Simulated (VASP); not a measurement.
# CdSe (F-43m) in VASP: single point with PBE

Aim: the single point of CdSe with PBE.

Everything below comes from runs of VASP 6.6.1. Logs are shortened: lines on timing, memory, paths and dates and some standing lists are left out, and cuts for length are marked.

### 1 The cell of the first run

The structure is cubic, space group F-43m (No. 216). Conventional cell: a = 6.196 Å, b = 6.196 Å, c = 6.196 Å, α = 90.00°, β = 90.00°, γ = 90.00°. Within 3.5 Å of Cd (site symmetry -43m) lie 4 Se at 2.68 Å. Within 3.5 Å of Se (site symmetry -43m) lie 4 Cd at 2.68 Å.

### 2 Single point, PBE

INCAR

```
SYSTEM = CdSe
PREC = Accurate
ENCUT = 500
EDIFF = 1E-6
ISMEAR = 0
SIGMA = 0.02
LREAL = .FALSE.
LASPH = .TRUE.
NELM = 120
ALGO = Normal
ISIF = 2
LWAVE = .FALSE.
LCHARG = .FALSE.
GGA = PE
NBANDS = 16
GGA_COMPAT = .FALSE.
```

KPOINTS

```
Automatic mesh
0
G
  10 10 10
  0 0 0
```

POSCAR

```
CdSe
1.0
    0.0000000000      3.0981512681      3.0981512681
    3.0981512681      0.0000000000      3.0981512681
    3.0981512681      3.0981512681      0.0000000000
Cd Se
1 1
Direct
    0.0000000000      0.0000000000      0.0000000000
    0.2500000000      0.2500000000      0.2500000000
```

Potentials or basis: VASP PAW PBE potentials, release 64 (Cd, Se).

Command:

```console
> cat potpaw_PBE.64/Cd/POTCAR potpaw_PBE.64/Se/POTCAR > POTCAR
> mpirun -np 1 vasp_std > vasp.out
```

OUTCAR:

```text
SYSTEM = CdSe
   PREC = Accurate
   ENCUT = 500
   EDIFF = 1E-6
   ISMEAR = 0
   LREAL = .FALSE.
   LASPH = .TRUE.
   NELM = 120
   ISIF = 2
   GGA = PE

 ion  position               nearest neighbor table
   1  0.000  0.000  0.000-   2 2.68   2 2.68   2 2.68   2 2.68
   2  0.250  0.250  0.250-   1 2.68   1 2.68   1 2.68   1 2.68

  LATTYP: Found a face centered cubic cell.
 ALAT       =     6.1963025362

  Lattice vectors:

 A1 = (   0.0000000000,   3.0981512681,   3.0981512681)
 A2 = (   3.0981512681,   0.0000000000,   3.0981512681)
 A3 = (   3.0981512681,   3.0981512681,   0.0000000000)

Analysis of symmetry for initial positions (statically):
=====================================================================
 Subroutine PRICEL returns:
 Original cell was already a primitive cell.

 Routine SETGRP: Setting up the symmetry group for a
 face centered cubic supercell.

 Subroutine GETGRP returns: Found 24 space group operations
 (whereof 24 operations were pure point group operations)
 out of a pool of 48 trial point group operations.

The static configuration has the point symmetry T_d .

Analysis of symmetry for dynamics (positions and initial velocities):
=====================================================================
 Subroutine PRICEL returns:
 Original cell was already a primitive cell.

 Routine SETGRP: Setting up the symmetry group for a
 face centered cubic supercell.

 Subroutine GETGRP returns: Found 24 space group operations
 (whereof 24 operations were pure point group operations)
 out of a pool of 48 trial point group operations.

The dynamic configuration has the point symmetry T_d .

 Subroutine INISYM returns: Found 24 space group operations
 (whereof 24 operations are pure point group operations),
 and found     1 'primitive' translations

----------------------------------------------------------------------------------------

                                     Primitive cell

  volume of cell :      59.4755

  direct lattice vectors                    reciprocal lattice vectors
     0.000000000  3.098151268  3.098151268    -0.161386568  0.161386568  0.161386568
     3.098151268  0.000000000  3.098151268     0.161386568 -0.161386568  0.161386568
     3.098151268  3.098151268  0.000000000     0.161386568  0.161386568 -0.161386568

  length of vectors
     4.381447542  4.381447542  4.381447542     0.279529735  0.279529735  0.279529735

  position of ions in fractional coordinates (direct lattice)
     0.000000000  0.000000000  0.000000000
     0.250000000  0.250000000  0.250000000

  ion indices of the primitive-cell ions
   primitive index   ion index
                 1           1
                 2           2

----------------------------------------------------------------------------------------

 KPOINTS: Automatic mesh

Automatic generation of k-mesh.
 Grid dimensions read from file:
 generate k-points for:   10   10   10

 Generating k-lattice:

  Cartesian coordinates                     Fractional coordinates (reciprocal lattice)
    -0.016138657  0.016138657  0.016138657     0.100000000  0.000000000  0.000000000
     0.016138657 -0.016138657  0.016138657     0.000000000  0.100000000  0.000000000
     0.016138657  0.016138657 -0.016138657     0.000000000  0.000000000  0.100000000

  Length of vectors
     0.027952974  0.027952974  0.027952974

  Shift w.r.t. Gamma in fractional coordinates (k-lattice)
     0.000000000  0.000000000  0.000000000

 Subroutine IBZKPT returns following result:
 ===========================================

 Found     47 irreducible k-points:

 Following reciprocal coordinates:
            Coordinates               Weight
  0.000000  0.000000  0.000000      1.000000
  0.100000  0.000000  0.000000      8.000000
  0.200000  0.000000  0.000000      8.000000
  0.300000  0.000000  0.000000      8.000000
  0.400000  0.000000  0.000000      8.000000
  0.500000  0.000000  0.000000      4.000000
[... 16 lines left out ...]
  0.300000  0.300000  0.000000      6.000000
  0.400000  0.300000  0.000000     24.000000
 [... further k-points ...]
   k-points           NKPTS =     47   k-points in BZ     NKDIM =     47   number of bands    NBANDS=     16
   number of dos      NEDOS =    301   number of ions     NIONS =      2
   total plane-waves  NPLWV =  32768
   dimension x,y,z NGX =    32 NGY =   32 NGZ =   32
   dimension x,y,z NGXF=    64 NGYF=   64 NGZF=   64
   ions per type =               1   1
   NGX,Y,Z   is equivalent  to a cutoff of  12.14, 12.14, 12.14 a.u.
   NGXF,Y,Z  is equivalent  to a cutoff of  24.28, 24.28, 24.28 a.u.
 SYSTEM =  CdSe
   PREC   = accura    normal or accurate (medium, high low for compatibility)
   ISTART =      0    job   : 0-new  1-cont  2-samecut
   ICHARG =      2    charge: 1-file 2-atom 10-const
   ISPIN  =      1    spin polarized calculation?
   LNONCOLLINEAR =      F non collinear calculations
   LSORBIT =      F    spin-orbit coupling
   LASPH  =      T    aspherical Exc in radial PAW
   ENCUT  =  500.0 eV  36.75 Ry    6.06 a.u.   7.99  7.99  7.99*2*pi/ulx,y,z
   NELM   =    120;   NELMIN=  2; NELMDL= -5     # of ELM steps
   EDIFF  = 0.1E-05   stopping-criterion for ELM
   LREAL  =      F    real-space projection
   EDIFFG = 0.1E-04   stopping-criterion for IOM
   NSW    =      0    number of steps for IOM
   IBRION =     -1    ionic relax: 0-MD 1-quasi-New 2-CG
   NFREE  =      0    steps in history (QN), initial steepest desc. (CG)
   ISIF   =      2    stress and relaxation
   ISYM   =      2    0-nonsym 1-usesym 2-fastsym
   POTIM  = 0.5000    time-step for ionic-motion
   TEBEG  =    0.0;   TEEND  =   0.0 temperature during run
   PSTRESS=    0.0 pullay stress
   NELECT =      18.0000    total number of electrons
   NUPDOWN=      -1.0000    fix difference up-down
   EMIN   =  10.00;   EMAX   =-10.00  energy-range for DOS
   EFERMI =   0.00;   METHOD = LEGACY
   ISMEAR =     0;   SIGMA  =   0.02  broadening in eV -4-tet -1-fermi 0-gaus
   EFERMI_NEDOS =   21; number of points for ismear=-14 and -15
   IALGO  =     38    algorithm
   IMIX   =      4    mixing-type and parameters
     AMIX     =   0.40;   BMIX     =  1.00
     AMIX_MAG =   1.60;   BMIX_MAG =  1.00
  volume/ion in A,a.u.               =      29.74       200.68
  Fermi-wavevector in a.u.,A,eV,Ry     =   1.099140  2.077074 16.437320  1.208109
  Thomas-Fermi vector in A             =   2.235530
   LORBIT       =      0    0 simple, 1 ext, 2 COOP (PROOUT), +10 PAW based schemes
   GGA     = PE    functional components
   LHFCALC =     F    Hartree Fock is set to
   AEXX    =    0.0000 exact exchange contribution
   IVDW    =     0    specifies the selected vdW correction
   LEPSILON=     F    determine dielectric tensor
   LRPA    =     F    only Hartree local field effects (RPA)
 non-spin polarized calculation
 Gauss-broadening in eV      SIGMA  =   0.02
  energy-cutoff  :      500.00
  volume of cell :       59.48
 maximum number of plane-waves:      1524
   NGX = 15   NGY = 15   NGZ = 15

 number of electron      18.0000007 magnetization

 Free energy of the ion-electron system (eV)
  ---------------------------------------------------
  ext. energy  EPLUGINS =         0.00000000
  ---------------------------------------------------
  free energy    TOTEN  =        -5.49989052 eV

  energy without entropy =       -5.49989052  energy(sigma->0) =       -5.49989052

 E-fermi :   0.6270     XC(G=0):  -8.6351

 val. band max:        0.5143543823   @ k =   0.0000   0.0000   0.0000
 cond. band min:       1.0077182442   @ k =   0.0000   0.0000   0.0000
 fundamental gap:      0.4933638618
 Fermi energy:         0.6269971349

 k-point     1 :       0.0000    0.0000    0.0000
  band No.  band energies     occupation
      1     -11.7825      2.00000
      2      -7.2475      2.00000
      3      -7.2475      2.00000
      4      -7.2475      2.00000
      5      -6.9299      2.00000
      6      -6.9299      2.00000
[... 8 lines left out ...]
     15      11.4859      0.00000
     16      11.4859      0.00000

 k-point     2 :       0.1000    0.0000    0.0000
  band No.  band energies     occupation
      1     -11.7519      2.00000
      2      -7.2379      2.00000
      3      -7.2379      2.00000
      4      -7.2191      2.00000
      5      -6.9305      2.00000
      6      -6.9305      2.00000
[... 8 lines left out ...]
     15      10.9158      0.00000
     16      10.9158      0.00000

 k-point     3 :       0.2000    0.0000    0.0000
  band No.  band energies     occupation
      1     -11.6712      2.00000
      2      -7.2141      2.00000
      3      -7.2141      2.00000
      4      -7.1276      2.00000
      5      -6.9299      2.00000
      6      -6.9299      2.00000
[... 8 lines left out ...]
     15      10.4932      0.00000
     16      10.7866      0.00000

 k-point     4 :       0.3000    0.0000    0.0000
  band No.  band energies     occupation
      1     -11.5705      2.00000
      2      -7.1887      2.00000
      3      -7.1887      2.00000
      4      -6.9668      2.00000
      5      -6.9243      2.00000
      6      -6.9243      2.00000
[... 8 lines left out ...]
     15      10.7316      0.00000
     16      10.7316      0.00000
[... 324 lines left out ...]
 k-point    22 :      -0.2000    0.2000    0.0000
  band No.  band energies     occupation
      1     -11.5366      2.00000
      2      -7.1741      2.00000
      3      -7.1612      2.00000
      4      -6.9707      2.00000
      5      -6.9416      2.00000
      6      -6.8740      2.00000
[... 8 lines left out ...]
     15      11.5835      0.00000
     16      12.6766      0.00000

 k-point    23 :       0.3000    0.3000    0.0000
  band No.  band energies     occupation
      1     -11.5020      2.00000
      2      -7.1094      2.00000
      3      -7.1094      2.00000
      4      -7.0691      2.00000
      5      -6.8975      2.00000
      6      -6.8855      2.00000
[... 8 lines left out ...]
     15      12.2120      0.00000
     16      14.0700      0.00000

 k-point    24 :       0.4000    0.3000    0.0000
  band No.  band energies     occupation
      1     -11.4382      2.00000
      2      -7.1015      2.00000
      3      -7.0821      2.00000
      4      -7.0361      2.00000
      5      -6.8923      2.00000
      6      -6.7779      2.00000
[... 8 lines left out ...]
     15      12.5894      0.00000
     16      13.8703      0.00000

 [... further k-points ...]

------------------------ aborting loop because EDIFF is reached ----------------------------------------

  FORCE on cell =-STRESS in cart. coord.  units (eV):
  Direction    XX          YY          ZZ          XY          YZ          ZX
  --------------------------------------------------------------------------------------
  -------------------------------------------------------------------------------------
  Total        0.0879259      0.0879259      0.0879259      0.0000000      0.0000000      0.0000000
  in kB        2.3685881      2.3685881      2.3685881      0.0000000      0.0000000      0.0000000
  external PRESSURE =       2.3685881 kB  Pullay stress =       0.0000000 kB

 VOLUME and BASIS-vectors are now :
 -----------------------------------------------------------------------------
  energy-cutoff  :      500.00
  volume of cell :       59.48
      direct lattice vectors                 reciprocal lattice vectors
     0.000000000  3.098151268  3.098151268    -0.161386568  0.161386568  0.161386568
     3.098151268  0.000000000  3.098151268     0.161386568 -0.161386568  0.161386568
     3.098151268  3.098151268  0.000000000     0.161386568  0.161386568 -0.161386568

 POSITION                                       TOTAL-FORCE (eV/Angst)
 -----------------------------------------------------------------------------------
      0.00000      0.00000      0.00000         0.000000      0.000000      0.000000
      1.54908      1.54908      1.54908        -0.000000     -0.000000     -0.000000
 -----------------------------------------------------------------------------------
    total drift:                                0.000000      0.000000      0.000000

  FREE ENERGIE OF THE ION-ELECTRON SYSTEM (eV)
  ---------------------------------------------------
  free  energy   TOTEN  =        -5.4998905241 eV

  energy  without entropy=       -5.4998905241  energy(sigma->0) =       -5.49989052
```

Wall time 12 s (1 thread of Intel Xeon 6975P-C (Granite Rapids), shared host); peak memory 0.19 GiB.

Results:

| Item | Value |
| --- | --- |
| Free energy | -5.4999 eV |
| Pressure | 0.2 GPa |
| Band gap on the k mesh | 0.49 eV |
